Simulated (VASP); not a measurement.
# ZnCd2SeS2 (Imm2) in VASP: single point with PBE

Aim: the single point of ZnCd2SeS2 with PBE.

Everything below comes from runs of VASP 6.6.1. Logs are shortened: lines on timing, memory, paths and dates and some standing lists are left out, and cuts for length are marked.

**1. The cell of the first run**

The structure is orthorhombic, space group Imm2 (No. 44). Conventional cell: a = 4.138 Å, b = 12.359 Å, c = 5.888 Å, α = 90.00°, β = 90.00°, γ = 90.00°. Within 3.1 Å of Zn (site symmetry mm2) lie 2 S at 2.36 Å and 2 Se at 2.50 Å. Within 3.4 Å of Cd (site symmetry m) lie 3 S at 2.56 to 2.57 Å and 1 Se at 2.67 Å. Within 3.3 Å of Se (site symmetry mm2) lie 2 Zn at 2.50 Å and 2 Cd at 2.67 Å. Within 3.1 Å of S (site symmetry m) lie 1 Zn at 2.36 Å and 3 Cd at 2.56 to 2.57 Å.

**2. Single point, PBE**

Input file INCAR:

```
ALGO = Normal
EDIFF = 1E-6
ENCUT = 500
GGA = PE
GGA_COMPAT = False
ISIF = 2
ISMEAR = 0
LASPH = True
LCHARG = False
LREAL = False
LWAVE = False
NBANDS = 66
NELM = 120
PREC = Accurate
SIGMA = 0.1
```

Input file KPOINTS:

```
k-points
0
Gamma
  4 4 2
```

Input file POSCAR:

```
ZnCd2SeS2
1.0
    0.0000000000      0.0000000000     -5.8882300218
    2.0688452923     -6.1794907991      2.9441150109
   -8.2753811693      0.0000000000      0.0000000000
Zn Cd Se S
2 4 2 4
Direct
    0.0156883616      0.0000000000      0.5000000000
    0.0156883616      0.0000000000      1.0000000000
    0.6607149087      0.3364548542      0.8341137136
    0.6607149087      0.3364548542      0.3341137136
    0.3242600544      0.6635451458      0.6658862864
    0.3242600544      0.6635451458      0.1658862864
    0.7775234005      1.0000000000      0.7500000000
    0.7775234005      0.0000000000      0.2500000000
    0.3952252526      0.3186372304      0.5796593076
    0.3952252526      0.3186372304      0.0796593076
    0.0765880222      0.6813627696      0.9203406924
    0.0765880222      0.6813627696      0.4203406924
```

Potentials or basis: VASP PAW PBE potentials, release 64 (Zn, Cd, Se, S).

The run is started by

```sh
> cat potpaw_PBE.64/Zn/POTCAR potpaw_PBE.64/Cd/POTCAR potpaw_PBE.64/Se/POTCAR potpaw_PBE.64/S/POTCAR > POTCAR
> mpirun -np 1 vasp_std > vasp.out
```

OUTCAR:

```text
EDIFF = 1E-6
   ENCUT = 500
   GGA = PE
   ISIF = 2
   ISMEAR = 0
   LASPH = True
   LREAL = False
   NELM = 120
   PREC = Accurate

 ion  position               nearest neighbor table
   1  0.016  0.000  0.500-   9 2.36  12 2.36   7 2.50   8 2.50
   2  0.016  0.000  0.000-  10 2.36  11 2.36   7 2.50   8 2.50
   3  0.661  0.336  0.834-  10 2.56   9 2.56  11 2.57   7 2.67
   4  0.661  0.336  0.334-   9 2.56  10 2.56  12 2.57   8 2.67
   5  0.324  0.664  0.666-  12 2.56  11 2.56   9 2.57   7 2.67
   6  0.324  0.664  0.166-  11 2.56  12 2.56  10 2.57   8 2.67
   7  0.778  0.000  0.750-   1 2.50   2 2.50   3 2.67   5 2.67
   8  0.778  0.000  0.250-   1 2.50   2 2.50   4 2.67   6 2.67
   9  0.395  0.319  0.580-   1 2.36   4 2.56   3 2.56   5 2.57
  10  0.395  0.319  0.080-   2 2.36   3 2.56   4 2.56   6 2.57
  11  0.077  0.681  0.920-   2 2.36   6 2.56   5 2.56   3 2.57
  12  0.077  0.681  0.420-   1 2.36   5 2.56   6 2.56   4 2.57

  LATTYP: Found a base centered monoclinic cell.
 ALAT       =    13.0332232973
 B/A-ratio  =     0.4517861689
 C/A-ratio  =     0.6349450923
 COS(beta)  =    -0.3174725461

  Lattice vectors:

 A1 = (   2.0688452923,  -6.1794907991,  -2.9441150109)
 A2 = (   2.0688452923,  -6.1794907991,   2.9441150109)
 A3 = (  -8.2753811693,   0.0000000000,   0.0000000000)

Analysis of symmetry for initial positions (statically):
=====================================================================
 Subroutine PRICEL returns following result:

  LATTYP: Found a body centered orthorhombic cell.
 ALAT       =     4.1376905847
 B/A-ratio  =     1.4230716148
 C/A-ratio  =     2.9869274527

  Lattice vectors:

 A1 = (   2.0688452923,  -6.1794907991,  -2.9441150109)
 A2 = (  -2.0688452923,  -6.1794907991,   2.9441150109)
 A3 = (  -2.0688452923,   6.1794907991,  -2.9441150109)

   2 primitive cells build up your supercell.

 Routine SETGRP: Setting up the symmetry group for a
 base centered monoclinic supercell.

 Subroutine GETGRP returns: Found  2 space group operations
 (whereof  2 operations were pure point group operations)
 out of a pool of  4 trial point group operations.

The static configuration has the point symmetry C_2 .

Analysis of symmetry for dynamics (positions and initial velocities):
=====================================================================
 Subroutine PRICEL returns following result:

  LATTYP: Found a body centered orthorhombic cell.
 ALAT       =     4.1376905847
 B/A-ratio  =     1.4230716148
 C/A-ratio  =     2.9869274527

  Lattice vectors:

 A1 = (   2.0688452923,  -6.1794907991,  -2.9441150109)
 A2 = (  -2.0688452923,  -6.1794907991,   2.9441150109)
 A3 = (  -2.0688452923,   6.1794907991,  -2.9441150109)

   2 primitive cells build up your supercell.

 Routine SETGRP: Setting up the symmetry group for a
 base centered monoclinic supercell.

 Subroutine GETGRP returns: Found  2 space group operations
 (whereof  2 operations were pure point group operations)
 out of a pool of  4 trial point group operations.

The dynamic configuration has the point symmetry C_2 .

 Subroutine INISYM returns: Found  2 space group operations
 (whereof  2 operations are pure point group operations),
 and found     2 'primitive' translations

----------------------------------------------------------------------------------------

                                     Primitive cell

  volume of cell :     150.5551

  direct lattice vectors                    reciprocal lattice vectors
     2.068845292 -6.179490799 -2.944115011     0.000000000 -0.080912816 -0.169830322
[... 52 lines left out ...]
|                                                                             |
|     Your reciprocal lattice and k-lattice belong to different lattice       |
|     classes:                                                                |
|                                                                             |
|        The reciprocal lattice is base-centered monoclinic,                  |
|        whereas your k-lattice is face-centered orthorhombic.                |
|                                                                             |
|     Results are often still useful ...                                      |
|                                                                             |
 -----------------------------------------------------------------------------

 Subroutine IBZKPT returns following result:
 ===========================================

 Found     14 irreducible k-points:

 Following reciprocal coordinates:
            Coordinates               Weight
  0.000000  0.000000  0.000000      1.000000
  0.250000 -0.000000  0.000000      4.000000
  0.500000 -0.000000  0.000000      2.000000
  0.000000  0.250000  0.000000      2.000000
  0.250000  0.250000  0.000000      4.000000
  0.500000  0.250000  0.000000      2.000000
  0.000000  0.500000  0.000000      1.000000
  0.000000 -0.000000  0.500000      1.000000
  0.250000 -0.000000  0.500000      4.000000
  0.500000 -0.000000  0.500000      2.000000
  0.000000  0.250000  0.500000      2.000000
  0.250000  0.250000  0.500000      4.000000
  0.500000  0.250000  0.500000      2.000000
  0.000000  0.500000  0.500000      1.000000
   k-points           NKPTS =     14   k-points in BZ     NKDIM =     14   number of bands    NBANDS=     66
   number of dos      NEDOS =    301   number of ions     NIONS =     12
   total plane-waves  NPLWV = 155520
   dimension x,y,z NGX =    48 NGY =   54 NGZ =   60
   dimension x,y,z NGXF=    96 NGYF=  108 NGZF=  120
   ions per type =               2   4   2   4
   NGX,Y,Z   is equivalent  to a cutoff of  13.55, 12.55, 12.05 a.u.
   NGXF,Y,Z  is equivalent  to a cutoff of  27.10, 25.11, 24.11 a.u.
 SYSTEM =  unknown system
   PREC   = accura    normal or accurate (medium, high low for compatibility)
   ISTART =      0    job   : 0-new  1-cont  2-samecut
   ICHARG =      2    charge: 1-file 2-atom 10-const
   ISPIN  =      1    spin polarized calculation?
   LNONCOLLINEAR =      F non collinear calculations
   LSORBIT =      F    spin-orbit coupling
   LASPH  =      T    aspherical Exc in radial PAW
   ENCUT  =  500.0 eV  36.75 Ry    6.06 a.u.  10.74 13.04 15.09*2*pi/ulx,y,z
   NELM   =    120;   NELMIN=  2; NELMDL= -5     # of ELM steps
   EDIFF  = 0.1E-05   stopping-criterion for ELM
   LREAL  =      F    real-space projection
   EDIFFG = 0.1E-04   stopping-criterion for IOM
   NSW    =      0    number of steps for IOM
   IBRION =     -1    ionic relax: 0-MD 1-quasi-New 2-CG
   NFREE  =      0    steps in history (QN), initial steepest desc. (CG)
   ISIF   =      2    stress and relaxation
   ISYM   =      2    0-nonsym 1-usesym 2-fastsym
   POTIM  = 0.5000    time-step for ionic-motion
   TEBEG  =    0.0;   TEEND  =   0.0 temperature during run
   PSTRESS=    0.0 pullay stress
   NELECT =     108.0000    total number of electrons
   NUPDOWN=      -1.0000    fix difference up-down
   EMIN   =  10.00;   EMAX   =-10.00  energy-range for DOS
   EFERMI =   0.00;   METHOD = LEGACY
   ISMEAR =     0;   SIGMA  =   0.10  broadening in eV -4-tet -1-fermi 0-gaus
   EFERMI_NEDOS =   21; number of points for ismear=-14 and -15
   IALGO  =     38    algorithm
   IMIX   =      4    mixing-type and parameters
     AMIX     =   0.40;   BMIX     =  1.00
     AMIX_MAG =   1.60;   BMIX_MAG =  1.00
  volume/ion in A,a.u.               =      25.09       169.33
  Fermi-wavevector in a.u.,A,eV,Ry     =   1.163164  2.198061 18.408007  1.352950
  Thomas-Fermi vector in A             =   2.299717
   LORBIT       =      0    0 simple, 1 ext, 2 COOP (PROOUT), +10 PAW based schemes
   GGA     = PE    functional components
   LHFCALC =     F    Hartree Fock is set to
   AEXX    =    0.0000 exact exchange contribution
   IVDW    =     0    specifies the selected vdW correction
   LEPSILON=     F    determine dielectric tensor
   LRPA    =     F    only Hartree local field effects (RPA)
 non-spin polarized calculation
 Gauss-broadening in eV      SIGMA  =   0.10
  energy-cutoff  :      500.00
  volume of cell :      301.11
 maximum number of plane-waves:      7670
 NGX is ok and might be reduce to    48
   NGX = 21   NGY = 27   NGZ = 31

 number of electron     107.9999997 magnetization

 Free energy of the ion-electron system (eV)
  ---------------------------------------------------
  ext. energy  EPLUGINS =         0.00000000
  ---------------------------------------------------
  free energy    TOTEN  =       -36.73342264 eV

  energy without entropy =      -36.73342264  energy(sigma->0) =      -36.73342264

 E-fermi :   1.5993     XC(G=0):  -9.0275

 val. band max:        1.1166637061   @ k =   0.0000   0.0000   0.0000
 cond. band min:       2.1422724969   @ k =   0.0000   0.0000   0.0000
 fundamental gap:      1.0256087908
 Fermi energy:         1.5992670841

 k-point     1 :       0.0000    0.0000    0.0000
  band No.  band energies     occupation
      1     -11.3556      2.00000
      2     -10.8503      2.00000
      3     -10.7614      2.00000
      4     -10.7204      2.00000
      5     -10.6824      2.00000
      6     -10.6696      2.00000
[... 955 lines left out ...]
     65       6.5258      0.00000
     66       6.5258      0.00000

------------------------ aborting loop because EDIFF is reached ----------------------------------------

  FORCE on cell =-STRESS in cart. coord.  units (eV):
  Direction    XX          YY          ZZ          XY          YZ          ZX
  --------------------------------------------------------------------------------------
  -------------------------------------------------------------------------------------
  Total        0.7723975      0.3486235      0.3886780      0.0008568      0.0000000      0.0000000
  in kB        4.1098500      1.8549907      2.0681169      0.0045592      0.0000000      0.0000000
  external PRESSURE =       2.6776526 kB  Pullay stress =       0.0000000 kB

 VOLUME and BASIS-vectors are now :
 -----------------------------------------------------------------------------
  energy-cutoff  :      500.00
  volume of cell :      301.11
      direct lattice vectors                 reciprocal lattice vectors
     0.000000000  0.000000000 -5.888230022     0.000000000 -0.080912816 -0.169830322
     2.068845292 -6.179490799  2.944115011     0.000000000 -0.161825631  0.000000000
    -8.275381169  0.000000000  0.000000000    -0.120840355 -0.040456408  0.000000000

 POSITION                                       TOTAL-FORCE (eV/Angst)
 -----------------------------------------------------------------------------------
     -4.13769      0.00000     -0.09238         0.000000     -0.000000     -0.011174
      0.00000      0.00000     -0.09238        -0.000000     -0.000000     -0.011174
     -6.20654     -2.07912     -2.89988         0.000263      0.003034     -0.009206
     -2.06885     -2.07912     -2.89988         0.000263      0.003034     -0.009206
     -4.13769     -4.10037      0.04424        -0.000263     -0.003034     -0.009206
      0.00000     -4.10037      0.04424        -0.000263     -0.003034     -0.009206
     -6.20654      0.00000     -4.57824        -0.000000     -0.000000     -0.007024
     -2.06885      0.00000     -4.57824         0.000000     -0.000000     -0.007024
     -4.13769     -1.96902     -1.38907        -0.000007      0.020109      0.018305
     -0.00000     -1.96902     -1.38907        -0.000007      0.020109      0.018305
     -6.20654     -4.21047      1.55504         0.000007     -0.020109      0.018305
     -2.06885     -4.21047      1.55504         0.000007     -0.020109      0.018305
 -----------------------------------------------------------------------------------
    total drift:                               -0.000036      0.000019      0.000997

  FREE ENERGIE OF THE ION-ELECTRON SYSTEM (eV)
  ---------------------------------------------------
  free  energy   TOTEN  =       -36.7334226405 eV

  energy  without entropy=      -36.7334226405  energy(sigma->0) =      -36.73342264
```

Run time: 9.2 min. Hardware: 1 thread of Oxide Virtual Turin-like, shared host; peak memory 0.51 GiB.

What came out:

```yaml
Free_energy: -36.7334 eV
Pressure: 0.3 GPa
Largest_force: 0.027 eV/Å
Band_gap_on_the_k_mesh: 1.03 eV
```

Forces in eV/Å, atoms in the order of the input:
```
Zn   0.000  0.000 -0.011
Zn   0.000  0.000 -0.011
Cd   0.000  0.003 -0.009
Cd   0.000  0.003 -0.009
Cd   0.000 -0.003 -0.009
Cd   0.000 -0.003 -0.009
Se   0.000  0.000 -0.007
Se   0.000  0.000 -0.007
S    0.000  0.020  0.018
S    0.000  0.020  0.018
S    0.000 -0.020  0.018
S    0.000 -0.020  0.018
```
